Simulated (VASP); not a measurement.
# MgH2 (Fm-3m) in VASP: further runs

Aim: see how the results for MgH2 move with the level of theory and the settings. Levels: r2SCAN, PBE. Tasks: single point.

Everything below comes from runs of VASP 6.6.1. Logs are shortened: lines on timing, memory, paths and dates and some standing lists are left out, and cuts for length are marked.

## (1) The cell of the first run

It takes space group Fm-3m (No. 225, cubic). The conventional cell has a = 4.762 Å, b = 4.762 Å, c = 4.762 Å, α = 90.00°, β = 90.00°, γ = 90.00°. Mg (site symmetry m-3m) has 8 H at 2.06 Å within 2.7 Å. Within 2.7 Å of H (site symmetry -43m) lie 4 Mg at 2.06 Å and 6 H at 2.38 Å.

## (2) Single point, r2SCAN

Contents of POSCAR:

```
MgH2
1.0
    0.0000000000      2.3810671667      2.3810671667
    2.3810671667      0.0000000000      2.3810671667
    2.3810671667      2.3810671667      0.0000000000
Mg H
1 2
Direct
    0.0000000000      0.0000000000      0.0000000000
    0.7500000000      0.7500000000      0.7500000000
    0.2500000000      0.2500000000      0.2500000000
```

Contents of INCAR.step1:

```
SYSTEM = MgH2
PREC = Accurate
ENCUT = 550
ISMEAR = 0
SIGMA = 0.1
LREAL = .False.
LASPH = .True.
NELM = 120
ISYM = -1
NBANDS = 9
GGA = PE
ALGO = Normal
EDIFF = 1E-5
LWAVE = .True.
LCHARG = .False.
GGA_COMPAT = .False.
```

Contents of INCAR.step2:

```
SYSTEM = MgH2
PREC = Accurate
ENCUT = 550
EDIFF = 1E-6
ISMEAR = 0
SIGMA = 0.1
LREAL = .False.
LASPH = .True.
NELM = 120
ALGO = Normal
ISIF = 2
LWAVE = .False.
LCHARG = .False.
METAGGA = R2SCAN
LMIXTAU = .True.
ISYM = -1
NBANDS = 9
ISTART = 1
GGA_COMPAT = .False.
```

Contents of KPOINTS:

```
explicit points
32
Reciprocal
  0.12500000   0.12500000   0.12500000 2
  0.12500000   0.12500000   0.37500000 2
  0.12500000   0.12500000   0.62500000 2
  0.12500000   0.12500000   0.87500000 2
  0.12500000   0.37500000   0.12500000 2
  0.12500000   0.37500000   0.37500000 2
  0.12500000   0.37500000   0.62500000 2
  0.12500000   0.37500000   0.87500000 2
  0.12500000   0.62500000   0.12500000 2
  0.12500000   0.62500000   0.37500000 2
  0.12500000   0.62500000   0.62500000 2
  0.12500000   0.62500000   0.87500000 2
  0.12500000   0.87500000   0.12500000 2
  0.12500000   0.87500000   0.37500000 2
  0.12500000   0.87500000   0.62500000 2
  0.12500000   0.87500000   0.87500000 2
  0.37500000   0.12500000   0.12500000 2
  0.37500000   0.12500000   0.37500000 2
  0.37500000   0.12500000   0.62500000 2
  0.37500000   0.12500000   0.87500000 2
  0.37500000   0.37500000   0.12500000 2
  0.37500000   0.37500000   0.37500000 2
  0.37500000   0.37500000   0.62500000 2
  0.37500000   0.37500000   0.87500000 2
  0.37500000   0.62500000   0.12500000 2
  0.37500000   0.62500000   0.37500000 2
  0.37500000   0.62500000   0.62500000 2
  0.37500000   0.62500000   0.87500000 2
  0.37500000   0.87500000   0.12500000 2
  0.37500000   0.87500000   0.37500000 2
  0.37500000   0.87500000   0.62500000 2
  0.37500000   0.87500000   0.87500000 2
```

Potentials or basis: VASP PAW PBE potentials, release 64 (Mg, H).

Command:

```sh
> cat potpaw_PBE.64/Mg/POTCAR potpaw_PBE.64/H/POTCAR > POTCAR
> cp INCAR.step1 INCAR
> mpirun -np 1 vasp_std > vasp.out
> cp INCAR.step2 INCAR
> mpirun -np 1 vasp_std > vasp.out
```

OUTCAR:

```text
SYSTEM = MgH2
   PREC = Accurate
   ENCUT = 550
   EDIFF = 1E-6
   ISMEAR = 0
   LREAL = .False.
   LASPH = .True.
   NELM = 120
   ISIF = 2
   METAGGA = R2SCAN
   ISYM = -1
   ISTART = 1

 ion  position               nearest neighbor table
   1  0.000  0.000  0.000-   2 2.06   3 2.06   2 2.06   2 2.06   2 2.06   3 2.06   3 2.06   3 2.06

   2  0.750  0.750  0.750-   1 2.06   1 2.06   1 2.06   1 2.06
   3  0.250  0.250  0.250-   1 2.06   1 2.06   1 2.06   1 2.06

IMPORTANT INFORMATION: All symmetrisations will be switched off!
NOSYMM: (Re-)initialisation of all symmetry stuff for point group C_1.

----------------------------------------------------------------------------------------

                                     Primitive cell

  volume of cell :      26.9988

  direct lattice vectors                    reciprocal lattice vectors
     0.000000000  2.381067167  2.381067167    -0.209989876  0.209989876  0.209989876
     2.381067167  0.000000000  2.381067167     0.209989876 -0.209989876  0.209989876
     2.381067167  2.381067167  0.000000000     0.209989876  0.209989876 -0.209989876

  length of vectors
     3.367337480  3.367337480  3.367337480     0.363713135  0.363713135  0.363713135

  position of ions in fractional coordinates (direct lattice)
     0.000000000  0.000000000  0.000000000
     0.750000000  0.750000000  0.750000000
     0.250000000  0.250000000  0.250000000

  ion indices of the primitive-cell ions
   primitive index   ion index
                 1           1
                 2           2
                 3           3

----------------------------------------------------------------------------------------

 KPOINTS: explicit points

Read explicit list of k-points.

 Found     32 k-points:

 Following reciprocal coordinates:
            Coordinates               Weight
  0.125000  0.125000  0.125000      0.031250
  0.125000  0.125000  0.375000      0.031250
  0.125000  0.125000  0.625000      0.031250
  0.125000  0.125000  0.875000      0.031250
  0.125000  0.375000  0.125000      0.031250
  0.125000  0.375000  0.375000      0.031250
[... 16 lines left out ...]
  0.375000  0.375000  0.625000      0.031250
  0.375000  0.375000  0.875000      0.031250
 [... further k-points ...]
   k-points           NKPTS =     32   k-points in BZ     NKDIM =     32   number of bands    NBANDS=      9
   number of dos      NEDOS =    301   number of ions     NIONS =      3
   total plane-waves  NPLWV =  21952
   dimension x,y,z NGX =    28 NGY =   28 NGZ =   28
   dimension x,y,z NGXF=    56 NGYF=   56 NGZF=   56
   ions per type =               1   2
   NGX,Y,Z   is equivalent  to a cutoff of  13.82, 13.82, 13.82 a.u.
   NGXF,Y,Z  is equivalent  to a cutoff of  27.65, 27.65, 27.65 a.u.
 SYSTEM =  MgH2
   PREC   = accura    normal or accurate (medium, high low for compatibility)
   ISTART =      1    job   : 0-new  1-cont  2-samecut
   ICHARG =      0    charge: 1-file 2-atom 10-const
   ISPIN  =      1    spin polarized calculation?
   LNONCOLLINEAR =      F non collinear calculations
   LSORBIT =      F    spin-orbit coupling
   LASPH  =      T    aspherical Exc in radial PAW
   ENCUT  =  550.0 eV  40.42 Ry    6.36 a.u.   6.44  6.44  6.44*2*pi/ulx,y,z
   NELM   =    120;   NELMIN=  2; NELMDL=  0     # of ELM steps
   EDIFF  = 0.1E-05   stopping-criterion for ELM
   LREAL  =      F    real-space projection
   EDIFFG = 0.1E-04   stopping-criterion for IOM
   NSW    =      0    number of steps for IOM
   IBRION =     -1    ionic relax: 0-MD 1-quasi-New 2-CG
   NFREE  =      0    steps in history (QN), initial steepest desc. (CG)
   ISIF   =      2    stress and relaxation
   ISYM   =     -1    0-nonsym 1-usesym 2-fastsym
   POTIM  = 0.5000    time-step for ionic-motion
   TEBEG  =    0.0;   TEEND  =   0.0 temperature during run
   PSTRESS=    0.0 pullay stress
   NELECT =       4.0000    total number of electrons
   NUPDOWN=      -1.0000    fix difference up-down
   EMIN   =  10.00;   EMAX   =-10.00  energy-range for DOS
   EFERMI =   0.00;   METHOD = LEGACY
   ISMEAR =     0;   SIGMA  =   0.10  broadening in eV -4-tet -1-fermi 0-gaus
   EFERMI_NEDOS =   21; number of points for ismear=-14 and -15
   IALGO  =     38    algorithm
   IMIX   =      4    mixing-type and parameters
     AMIX     =   0.40;   BMIX     =  1.00
     AMIX_MAG =   1.60;   BMIX_MAG =  1.00
  volume/ion in A,a.u.               =       9.00        60.73
  Fermi-wavevector in a.u.,A,eV,Ry     =   0.866257  1.636987 10.209817  0.750400
  Thomas-Fermi vector in A             =   1.984619
   LORBIT       =      0    0 simple, 1 ext, 2 COOP (PROOUT), +10 PAW based schemes
   METAGGA = R2SCAN    functional components
   LHFCALC =     F    Hartree Fock is set to
   AEXX    =    0.0000 exact exchange contribution
   IVDW    =     0    specifies the selected vdW correction
   LEPSILON=     F    determine dielectric tensor
   LRPA    =     F    only Hartree local field effects (RPA)
 non-spin polarized calculation
 Gauss-broadening in eV      SIGMA  =   0.10
  energy-cutoff  :      550.00
  volume of cell :       27.00
 maximum number of plane-waves:       800
 NGX is ok and might be reduce to    28
   NGX = 13   NGY = 13   NGZ = 13

 number of electron       4.0000000 magnetization

 Free energy of the ion-electron system (eV)
  ---------------------------------------------------
  ext. energy  EPLUGINS =         0.00000000
  ---------------------------------------------------
  free energy    TOTEN  =       -11.51659630 eV

  energy without entropy =      -11.51658638  energy(sigma->0) =      -11.51659134

 E-fermi :   3.3589     XC(G=0):  -9.2633

 val. band max:        3.1158478118   @ k =   0.1250   0.1250   0.1250
 cond. band min:       3.6223144087   @ k =   0.3750   0.8750   0.3750
 fundamental gap:      0.5064665969
 Fermi energy:         3.3589349042

 k-point     1 :       0.1250    0.1250    0.1250
  band No.  band energies     occupation
      1      -7.1070      2.00000
      2       3.1158      1.99941
      3      11.6036      0.00000
      4      12.3554      0.00000
      5      12.3554      0.00000
      6      15.1876      0.00000
      7      16.5885      0.00000
      8      16.5885      0.00000
      9      17.2382      0.00000

 k-point     2 :       0.1250    0.1250    0.3750
  band No.  band energies     occupation
      1      -5.5823      2.00000
      2       0.5783      2.00000
      3       8.2515      0.00000
      4      11.4454      0.00000
      5      12.4759      0.00000
      6      12.9354      0.00000
      7      13.9996      0.00000
      8      18.1556      0.00000
      9      18.2214      0.00000

 k-point     3 :       0.1250    0.1250    0.6250
  band No.  band energies     occupation
      1      -3.4509      2.00000
      2      -2.1150      2.00000
      3       8.1860      0.00000
      4       9.2971      0.00000
      5      10.5788      0.00000
      6      13.8157      0.00000
      7      15.1712      0.00000
      8      15.9120      0.00000
      9      20.4935      0.00000

 k-point     4 :       0.1250    0.1250    0.8750
  band No.  band energies     occupation
      1      -6.3385      2.00000
      2       1.8694      2.00000
      3       9.9189      0.00000
      4      10.4604      0.00000
      5      11.3361      0.00000
      6      14.8898      0.00000
      7      15.4389      0.00000
      8      17.0950      0.00000
      9      18.2174      0.00000

 k-point     5 :       0.1250    0.3750    0.1250
  band No.  band energies     occupation
      1      -5.5823      2.00000
      2       0.5783      2.00000
      3       8.2515      0.00000
      4      11.4454      0.00000
      5      12.4759      0.00000
      6      12.9354      0.00000
      7      13.9996      0.00000
      8      18.1556      0.00000
      9      18.2214      0.00000

 k-point     6 :       0.1250    0.3750    0.3750
  band No.  band energies     occupation
      1      -4.9017      2.00000
      2       0.6418      2.00000
      3       6.7828      0.00000
      4       8.5648      0.00000
      5       9.0325      0.00000
      6      13.8774      0.00000
      7      18.1386      0.00000
      8      19.5514      0.00000
      9      19.7687      0.00000
[... 169 lines left out ...]
 k-point    21 :       0.3750    0.3750    0.1250
  band No.  band energies     occupation
      1      -4.9017      2.00000
      2       0.6418      2.00000
      3       6.7828      0.00000
      4       8.5648      0.00000
      5       9.0325      0.00000
      6      13.8774      0.00000
      7      18.1386      0.00000
      8      19.5514      0.00000
      9      19.7687      0.00000

 k-point    22 :       0.3750    0.3750    0.3750
  band No.  band energies     occupation
      1      -4.8368      2.00000
      2      -0.8139      2.00000
      3      10.0509      0.00000
      4      11.7018      0.00000
      5      12.0283      0.00000
      6      12.0283      0.00000
      7      13.6886      0.00000
      8      13.6886      0.00000
      9      21.5641      0.00000

 k-point    23 :       0.3750    0.3750    0.6250
  band No.  band energies     occupation
      1      -2.8239      2.00000
      2      -1.9117      2.00000
      3       5.2247      0.00000
      4       8.4979      0.00000
      5       9.8436      0.00000
      6      15.1125      0.00000
      7      17.2444      0.00000
      8      19.0371      0.00000
      9      20.9641      0.00000

 k-point    24 :       0.3750    0.3750    0.8750
  band No.  band energies     occupation
      1      -3.2771      2.00000
      2      -0.0394      2.00000
      3       3.6223      0.00020
      4       7.7956      0.00000
      5       8.3054      0.00000
      6      13.1488      0.00000
      7      19.2282      0.00000
      8      21.8739      0.00000
      9      24.5381      0.00000

 [... further k-points ...]

------------------------ aborting loop because EDIFF is reached ----------------------------------------

  FORCE on cell =-STRESS in cart. coord.  units (eV):
  Direction    XX          YY          ZZ          XY          YZ          ZX
  --------------------------------------------------------------------------------------
  -------------------------------------------------------------------------------------
  Total       -0.2819890     -0.2819889     -0.2819892     -0.0000030     -0.0000029     -0.0000029
  in kB      -16.7339265    -16.7339208    -16.7339358     -0.0001775     -0.0001735     -0.0001730
  external PRESSURE =     -16.7339277 kB  Pullay stress =       0.0000000 kB

 VOLUME and BASIS-vectors are now :
 -----------------------------------------------------------------------------
  energy-cutoff  :      550.00
  volume of cell :       27.00
      direct lattice vectors                 reciprocal lattice vectors
     0.000000000  2.381067167  2.381067167    -0.209989876  0.209989876  0.209989876
     2.381067167  0.000000000  2.381067167     0.209989876 -0.209989876  0.209989876
     2.381067167  2.381067167  0.000000000     0.209989876  0.209989876 -0.209989876

 POSITION                                       TOTAL-FORCE (eV/Angst)
 -----------------------------------------------------------------------------------
      0.00000      0.00000      0.00000         0.000000      0.000000     -0.000000
      3.57160      3.57160      3.57160         0.000512      0.000511      0.000512
      1.19053      1.19053      1.19053        -0.000512     -0.000511     -0.000511
 -----------------------------------------------------------------------------------
    total drift:                               -0.000000     -0.000000      0.000000

  FREE ENERGIE OF THE ION-ELECTRON SYSTEM (eV)
  ---------------------------------------------------
  free  energy   TOTEN  =       -11.5165963011 eV

  energy  without entropy=      -11.5165863776  energy(sigma->0) =      -11.51659134
```

Wall time 94 s (1 thread of Intel Xeon 8259CL, shared host); peak memory 0.16 GiB.

What came out:

- Free energy: -11.5166 eV
- Pressure: -1.7 GPa
- Band gap on the k mesh: 0.51 eV (least direct gap 3.66 eV)

Caveat: the PAW data sets were made with another functional, which shifts forces and pressure a little; a shifted mesh leaves out Γ, where band edges can lie. A k mesh can miss the band edges.

## (3) Single point, PBE

Contents of INCAR:

```
SYSTEM = MgH2
PREC     = Accurate       ! precision mode
ENCUT    = 500            ! plane-wave cutoff, eV
EDIFF    = 1E-6           ! SCF threshold, eV
ISMEAR   = 0              ! smearing method
SIGMA    = 0.1            ! smearing width, eV
LREAL    = .FALSE.        ! projectors in reciprocal space
LASPH    = .TRUE.         ! aspherical terms in the spheres
NELM     = 120            ! most SCF steps
ALGO     = Normal         ! electronic algorithm
ISIF     = 2              ! what is computed and relaxed
LWAVE    = .FALSE.        ! write WAVECAR
LCHARG   = .FALSE.        ! write CHGCAR
GGA      = PE             ! functional
NBANDS   = 9              ! bands
ISYM     = -1           
GGA_COMPAT= .FALSE.
```

Contents of KPOINTS:

```
explicit points
108
Reciprocal
  0.08333333   0.08333333   0.00000000 2
  0.08333333   0.08333333   0.16666667 2
  0.08333333   0.08333333   0.33333333 2
  0.08333333   0.08333333   0.50000000 2
  0.08333333   0.08333333   0.66666667 2
  0.08333333   0.08333333   0.83333333 2
  0.08333333   0.25000000   0.00000000 2
  0.08333333   0.25000000   0.16666667 2
  0.08333333   0.25000000   0.33333333 2
  0.08333333   0.25000000   0.50000000 2
  0.08333333   0.25000000   0.66666667 2
  0.08333333   0.25000000   0.83333333 2
  0.08333333   0.41666667   0.00000000 2
  0.08333333   0.41666667   0.16666667 2
  0.08333333   0.41666667   0.33333333 2
  0.08333333   0.41666667   0.50000000 2
  0.08333333   0.41666667   0.66666667 2
  0.08333333   0.41666667   0.83333333 2
  0.08333333   0.58333333   0.00000000 2
  0.08333333   0.58333333   0.16666667 2
  0.08333333   0.58333333   0.33333333 2
  0.08333333   0.58333333   0.50000000 2
  0.08333333   0.58333333   0.66666667 2
  0.08333333   0.58333333   0.83333333 2
  0.08333333   0.75000000   0.00000000 2
  0.08333333   0.75000000   0.16666667 2
  0.08333333   0.75000000   0.33333333 2
  0.08333333   0.75000000   0.50000000 2
  0.08333333   0.75000000   0.66666667 2
  0.08333333   0.75000000   0.83333333 2
  0.08333333   0.91666667   0.00000000 2
  0.08333333   0.91666667   0.16666667 2
  0.08333333   0.91666667   0.33333333 2
  0.08333333   0.91666667   0.50000000 2
  0.08333333   0.91666667   0.66666667 2
  0.08333333   0.91666667   0.83333333 2
  0.25000000   0.08333333   0.00000000 2
  0.25000000   0.08333333   0.16666667 2
  0.25000000   0.08333333   0.33333333 2
  0.25000000   0.08333333   0.50000000 2
  0.25000000   0.08333333   0.66666667 2
  0.25000000   0.08333333   0.83333333 2
  0.25000000   0.25000000   0.00000000 2
  0.25000000   0.25000000   0.16666667 2
  0.25000000   0.25000000   0.33333333 2
  0.25000000   0.25000000   0.50000000 2
  0.25000000   0.25000000   0.66666667 2
  0.25000000   0.25000000   0.83333333 2
  0.25000000   0.41666667   0.00000000 2
  0.25000000   0.41666667   0.16666667 2
  0.25000000   0.41666667   0.33333333 2
  0.25000000   0.41666667   0.50000000 2
  0.25000000   0.41666667   0.66666667 2
  0.25000000   0.41666667   0.83333333 2
  0.25000000   0.58333333   0.00000000 2
  0.25000000   0.58333333   0.16666667 2
  0.25000000   0.58333333   0.33333333 2
  0.25000000   0.58333333   0.50000000 2
  0.25000000   0.58333333   0.66666667 2
  0.25000000   0.58333333   0.83333333 2
  0.25000000   0.75000000   0.00000000 2
  0.25000000   0.75000000   0.16666667 2
  0.25000000   0.75000000   0.33333333 2
  0.25000000   0.75000000   0.50000000 2
  0.25000000   0.75000000   0.66666667 2
  0.25000000   0.75000000   0.83333333 2
  0.25000000   0.91666667   0.00000000 2
  0.25000000   0.91666667   0.16666667 2
  0.25000000   0.91666667   0.33333333 2
  0.25000000   0.91666667   0.50000000 2
  0.25000000   0.91666667   0.66666667 2
  0.25000000   0.91666667   0.83333333 2
  0.41666667   0.08333333   0.00000000 2
  0.41666667   0.08333333   0.16666667 2
  0.41666667   0.08333333   0.33333333 2
  0.41666667   0.08333333   0.50000000 2
  0.41666667   0.08333333   0.66666667 2
  0.41666667   0.08333333   0.83333333 2
  0.41666667   0.25000000   0.00000000 2
  0.41666667   0.25000000   0.16666667 2
  0.41666667   0.25000000   0.33333333 2
  0.41666667   0.25000000   0.50000000 2
  0.41666667   0.25000000   0.66666667 2
  0.41666667   0.25000000   0.83333333 2
  0.41666667   0.41666667   0.00000000 2
  0.41666667   0.41666667   0.16666667 2
  0.41666667   0.41666667   0.33333333 2
  0.41666667   0.41666667   0.50000000 2
  0.41666667   0.41666667   0.66666667 2
  0.41666667   0.41666667   0.83333333 2
  0.41666667   0.58333333   0.00000000 2
  0.41666667   0.58333333   0.16666667 2
  0.41666667   0.58333333   0.33333333 2
  0.41666667   0.58333333   0.50000000 2
  0.41666667   0.58333333   0.66666667 2
  0.41666667   0.58333333   0.83333333 2
  0.41666667   0.75000000   0.00000000 2
  0.41666667   0.75000000   0.16666667 2
  0.41666667   0.75000000   0.33333333 2
  0.41666667   0.75000000   0.50000000 2
  0.41666667   0.75000000   0.66666667 2
  0.41666667   0.75000000   0.83333333 2
  0.41666667   0.91666667   0.00000000 2
  0.41666667   0.91666667   0.16666667 2
  0.41666667   0.91666667   0.33333333 2
  0.41666667   0.91666667   0.50000000 2
  0.41666667   0.91666667   0.66666667 2
  0.41666667   0.91666667   0.83333333 2
```

POSCAR is that of step 2.

Potentials or basis: VASP PAW PBE potentials, release 64 (Mg, H).

Command:

```sh
> cat potpaw_PBE.64/Mg/POTCAR potpaw_PBE.64/H/POTCAR > POTCAR
> mpirun -np 1 vasp_std > vasp.out
```

Wall time 49 s (1 thread of Intel Xeon 8259CL, shared host); peak memory 0.17 GiB.

It converged, with:

| Item | Value |
| --- | --- |
| Free energy | -8.5023 eV |
| Pressure | -0.7 GPa |
| Band gap on the k mesh | zero (bands 2 and 3 overlap by 0.72 eV) |

Levels at points of the mesh, in eV from the Fermi level:
| k point | band 1 | band 2 | band 3 | band 4 | band 5 | band 6 | band 7 |
| --- | --- | --- | --- | --- | --- | --- | --- |
| (0.08, 0.08, 0.00) | -9.79 | 0.54 | 8.45 | 8.45 | 10.03 | 11.34 | 11.49 |

The gap in the log of VASP goes by the Fermi energy; the results here count the filled bands.